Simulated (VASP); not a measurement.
# SnO2 (P4_2/mnm) in VASP: notebook, part 3 of 3

VASP 6.6.1. The steps go on from the part before.

## (4) Single point, r2SCAN (strain -0.040 along x and y, -0.040 along z)

Input file POSCAR:

```
SnO2
1.0
    4.5698078168      0.0000000000      0.0000000000
    0.0000000000      4.5698078168      0.0000000000
    0.0000000000      0.0000000000      3.0725424948
Sn O
2 4
Direct
    0.0000000000      0.0000000000      0.0000000000
    0.5000000000      0.5000000000      0.5000000000
    0.3058934984      0.3058934984      0.0000000000
    0.1941065016      0.8058934984      0.5000000000
    0.6941065016      0.6941065016      0.0000000000
    0.8058934984      0.1941065016      0.5000000000
```

Input file INCAR.step1:

```
SYSTEM = SnO2
  PREC = Accurate
  ENCUT = 520
  ISMEAR = 0
  SIGMA = 0.05
  LREAL = .False.
  LASPH = .True.
  NELM = 100
  NBANDS = 35
  GGA = PE
  ALGO = Normal
  EDIFF = 1E-4
  LWAVE = .True.
  LCHARG = .False.
```

Input file INCAR.step2:

```
SYSTEM = SnO2
  PREC = Accurate
  ENCUT = 520
  EDIFF = 1E-6
  ISMEAR = 0
  SIGMA = 0.05
  LREAL = .False.
  LASPH = .True.
  NELM = 100
  ALGO = Normal
  ISIF = 2
  LWAVE = .False.
  LCHARG = .False.
  METAGGA = R2SCAN
  LMIXTAU = .True.
  NBANDS = 35
  ISTART = 1
```

Input file KPOINTS:

```
Automatic mesh
0
Gamma
  6 6 8
  0 0 0
```

Potentials or basis: VASP PAW PBE potentials, release 64 (Sn_d, O).

Run with:

```console
> cat potpaw_PBE.64/Sn_d/POTCAR potpaw_PBE.64/O/POTCAR > POTCAR
> cp INCAR.step1 INCAR
> mpirun -np 1 vasp_std > vasp.out
> cp INCAR.step2 INCAR
> mpirun -np 1 vasp_std > vasp.out
```

OUTCAR:

```text
SYSTEM = SnO2
   PREC = Accurate
   ENCUT = 520
   EDIFF = 1E-6
   ISMEAR = 0
   LREAL = .False.
   LASPH = .True.
   NELM = 100
   ISIF = 2
   METAGGA = R2SCAN
   ISTART = 1

 ion  position               nearest neighbor table
   1  0.000  0.000  0.000-   3 1.98   5 1.98   4 1.98   6 1.98   4 1.98   6 1.98   2 3.58   2 3.58
                             2 3.58   2 3.58   2 3.58   2 3.58   2 3.58   2 3.58
   2  0.500  0.500  0.500-   4 1.98   6 1.98   5 1.98   3 1.98   3 1.98   5 1.98   1 3.58   1 3.58
                             1 3.58   1 3.58   1 3.58   1 3.58   1 3.58   1 3.58
   3  0.306  0.306  0.000-   1 1.98   2 1.98   2 1.98
   4  0.194  0.806  0.500-   2 1.98   1 1.98   1 1.98
   5  0.694  0.694  0.000-   1 1.98   2 1.98   2 1.98
   6  0.806  0.194  0.500-   2 1.98   1 1.98   1 1.98

  LATTYP: Found a simple tetragonal cell.
 ALAT       =     4.5698078168
 C/A-ratio  =     0.6723570483

  Lattice vectors:

 A1 = (   4.5698078168,   0.0000000000,   0.0000000000)
 A2 = (   0.0000000000,   4.5698078168,   0.0000000000)
 A3 = (   0.0000000000,   0.0000000000,   3.0725424948)

Analysis of symmetry for initial positions (statically):
=====================================================================
 Subroutine PRICEL returns:
 Original cell was already a primitive cell.

 Routine SETGRP: Setting up the symmetry group for a
 simple tetragonal supercell.

 Subroutine GETGRP returns: Found 16 space group operations
 (whereof  8 operations were pure point group operations)
 out of a pool of 16 trial point group operations.

The static configuration has the point symmetry D_2h.
 The point group associated with its full space group is D_4h.

Analysis of symmetry for dynamics (positions and initial velocities):
=====================================================================
 Subroutine PRICEL returns:
 Original cell was already a primitive cell.

 Routine SETGRP: Setting up the symmetry group for a
 simple tetragonal supercell.
[... 136 lines left out ...]
  Fermi-wavevector in a.u.,A,eV,Ry     =   1.526317  2.884321 31.696718  2.329643
  Thomas-Fermi vector in A             =   2.634367
   LORBIT       =      0    0 simple, 1 ext, 2 COOP (PROOUT), +10 PAW based schemes
   METAGGA = R2SCAN    functional components
   LHFCALC =     F    Hartree Fock is set to
   AEXX    =    0.0000 exact exchange contribution
   IVDW    =     0    specifies the selected vdW correction
   LEPSILON=     F    determine dielectric tensor
   LRPA    =     F    only Hartree local field effects (RPA)
 non-spin polarized calculation
 Gauss-broadening in eV      SIGMA  =   0.05
  energy-cutoff  :      520.00
  volume of cell :       64.16
 maximum number of plane-waves:      1748
 NGX is ok and might be reduce to    36
   NGX = 17   NGY = 17   NGZ = 11

 number of electron      52.0000052 magnetization

 Free energy of the ion-electron system (eV)
  ---------------------------------------------------
  ext. energy  EPLUGINS =         0.00000000
  ---------------------------------------------------
  free energy    TOTEN  =       -83.71842379 eV

  energy without entropy =      -83.71842379  energy(sigma->0) =      -83.71842379

 E-fermi :   7.2734     XC(G=0): -12.6866

 val. band max:        7.0473575230   @ k =   0.0000   0.0000   0.0000
 cond. band min:      10.4289854247   @ k =   0.0000   0.0000   0.0000
 fundamental gap:      3.3816279017
 Fermi energy:         7.2733998600

 k-point     1 :       0.0000    0.0000    0.0000
  band No.  band energies     occupation
      1     -15.0064      2.00000
      2     -14.1081      2.00000
      3     -13.2641      2.00000
      4     -13.1617      2.00000
      5     -13.1617      2.00000
      6     -13.1217      2.00000
[... 901 lines left out ...]
     34      21.0963      0.00000
     35      21.6108      0.00000

 [... further k-points ...]

------------------------ aborting loop because EDIFF is reached ----------------------------------------

  FORCE on cell =-STRESS in cart. coord.  units (eV):
  Direction    XX          YY          ZZ          XY          YZ          ZX
  --------------------------------------------------------------------------------------
  -------------------------------------------------------------------------------------
  Total       13.4843206     13.4843206     17.6379466     -0.0000000      0.0000000      0.0000000
  in kB      336.7021439    336.7021439    440.4177716     -0.0000000      0.0000000      0.0000000
  external PRESSURE =     371.2740198 kB  Pullay stress =       0.0000000 kB

 VOLUME and BASIS-vectors are now :
 -----------------------------------------------------------------------------
  energy-cutoff  :      520.00
  volume of cell :       64.16
      direct lattice vectors                 reciprocal lattice vectors
     4.569807817  0.000000000  0.000000000     0.218827583  0.000000000  0.000000000
     0.000000000  4.569807817  0.000000000     0.000000000  0.218827583  0.000000000
     0.000000000  0.000000000  3.072542495     0.000000000  0.000000000  0.325463359

 POSITION                                       TOTAL-FORCE (eV/Angst)
 -----------------------------------------------------------------------------------
      0.00000      0.00000      0.00000         0.000000      0.000000      0.000000
      2.28490      2.28490      1.53627         0.000000      0.000000      0.000000
      1.39787      1.39787      0.00000        -0.389635     -0.389635      0.000000
      0.88703      3.68278      1.53627         0.389635     -0.389635      0.000000
      3.17193      3.17193      0.00000         0.389635      0.389635     -0.000000
      3.68278      0.88703      1.53627        -0.389635      0.389635     -0.000000
 -----------------------------------------------------------------------------------
    total drift:                                0.000000      0.000000      0.000000

  FREE ENERGIE OF THE ION-ELECTRON SYSTEM (eV)
  ---------------------------------------------------
  free  energy   TOTEN  =       -83.7184237901 eV

  energy  without entropy=      -83.7184237901  energy(sigma->0) =      -83.71842379
```

OUTCAR.step1:

```text
SYSTEM = SnO2
   PREC = Accurate
   ENCUT = 520
   ISMEAR = 0
   LREAL = .False.
   LASPH = .True.
   NELM = 100
[... 1153 lines left out ...]
      0.88703      3.68278      1.53627         0.392799     -0.392799      0.000000
      3.17193      3.17193      0.00000         0.392799      0.392799      0.000000
      3.68278      0.88703      1.53627        -0.392799      0.392799      0.000000
 -----------------------------------------------------------------------------------
    total drift:                                0.000000      0.000000      0.000000

  FREE ENERGIE OF THE ION-ELECTRON SYSTEM (eV)
  ---------------------------------------------------
  free  energy   TOTEN  =       -35.9443266031 eV

  energy  without entropy=      -35.9443266031  energy(sigma->0) =      -35.94432660
```

OSZICAR.step1:

```text
N       E                     dE             d eps       ncg     rms          rms(c)
DAV:   1     0.646862026655E+03    0.64686E+03   -0.25510E+04  3840   0.241E+03
DAV:   2     0.531253096926E+02   -0.59374E+03   -0.55692E+03  3812   0.606E+02
DAV:   3    -0.381550554195E+02   -0.91280E+02   -0.89922E+02  3779   0.208E+02
DAV:   4    -0.424536661640E+02   -0.42986E+01   -0.42696E+01  4391   0.481E+01
DAV:   5    -0.425642401772E+02   -0.11057E+00   -0.11046E+00  4499   0.801E+00    0.175E+01
DAV:   6    -0.358448942362E+02    0.67193E+01   -0.17572E+01  5573   0.640E+01    0.708E+00
DAV:   7    -0.359701743504E+02   -0.12528E+00   -0.23013E+00  4061   0.876E+00    0.347E+00
DAV:   8    -0.359499021389E+02    0.20272E-01   -0.15573E-01  5016   0.573E+00    0.841E-01
DAV:   9    -0.359436447956E+02    0.62573E-02   -0.33863E-02  5772   0.350E+00    0.155E-01
DAV:  10    -0.359442067393E+02   -0.56194E-03   -0.46792E-03  4182   0.464E-01    0.968E-02
DAV:  11    -0.359443288039E+02   -0.12206E-03   -0.33544E-04  3922   0.165E-01    0.179E-02
DAV:  12    -0.359443266031E+02    0.22008E-05   -0.35425E-05  2328   0.630E-02
   1 F= -.35944327E+02 E0= -.35944327E+02  d E =-.109303E-18
```

Wall time 4.4 min (1 thread of Intel Xeon Platinum 8488C (Sapphire Rapids), shared host); peak memory 0.23 GiB.

Results:

```yaml
Free_energy: -83.7184 eV
Pressure: 37.1 GPa
Largest_force: 0.551 eV/Å
Band_gap_on_the_k_mesh: 3.38 eV
```

Forces on the atoms (eV/Å):
```
Sn   0.000  0.000  0.000
Sn   0.000  0.000  0.000
O   -0.390 -0.390  0.000
O    0.390 -0.390  0.000
O    0.390  0.390  0.000
O   -0.390  0.390  0.000
```

Stress tensor (GPa, compression positive):
```
33.67  0.00  0.00
 0.00 33.67  0.00
 0.00  0.00 44.04
```

Levels at points of the mesh, in eV from the valence-band top:
| k point | band 24 | band 25 | band 26 | band 27 | band 28 | band 29 |
| --- | --- | --- | --- | --- | --- | --- |
| (0.00, 0.00, 0.00) | -0.90 | -0.90 | 0.00 | 3.38 | 7.81 | 7.81 |
| (0.50, 0.00, 0.00) | -1.10 | -0.69 | -0.69 | 6.50 | 6.50 | 8.60 |
| (0.50, 0.50, 0.00) | -1.21 | -1.05 | -1.05 | 6.99 | 6.99 | 9.22 |
| (0.00, 0.00, 0.50) | -2.01 | -1.45 | -1.45 | 8.54 | 8.54 | 11.46 |
| (0.50, 0.00, 0.50) | -1.34 | -0.52 | -0.52 | 8.86 | 8.86 | 9.97 |
| (0.50, 0.50, 0.50) | -1.08 | -1.01 | -1.01 | 6.96 | 6.96 | 10.28 |

Caveat: the cell differs from its parent crystal (strain -0.040 along x and y, -0.040 along z); the stress differs along the axes, from 34 to 44 GPa; the PAW data sets were made with another functional, which shifts forces and pressure a little; spin-orbit coupling is left out, which moves the levels of the heavy elements.

## (5) Summary

```csv
cell,gap on the mesh (eV),pressure (GPa),largest force (eV/Å)
"a = 4.570, b = 4.570, c = 2.945 Å, 6 atoms",4.10,58.0,1.43
"a = 4.379, b = 4.379, c = 3.329 Å, 6 atoms",3.18,34.8,0.98
"a = 4.570, b = 4.570, c = 3.073 Å, 6 atoms",3.38,37.1,0.55
```

Alike in all rows: task single point; level r2SCAN; potentials or basis VASP PAW PBE potentials, release 64 (Sn_d, O); no spin polarisation; k mesh 6 × 6 × 8; cutoff (eV) 520; smearing gaussian 0.05 eV.

Caveats: the PAW data sets were made with another functional, which shifts forces and pressure a little; spin-orbit coupling is left out, which moves the levels of the heavy elements; the stress differs along the axes, from 47 to 79 GPa (at least some runs); the stress differs along the axes, from 16 to 44 GPa (at least some runs); the stress differs along the axes, from 34 to 44 GPa (at least some runs).

Total energies depend on the potentials used, so only differences within one code and one set of settings carry meaning.
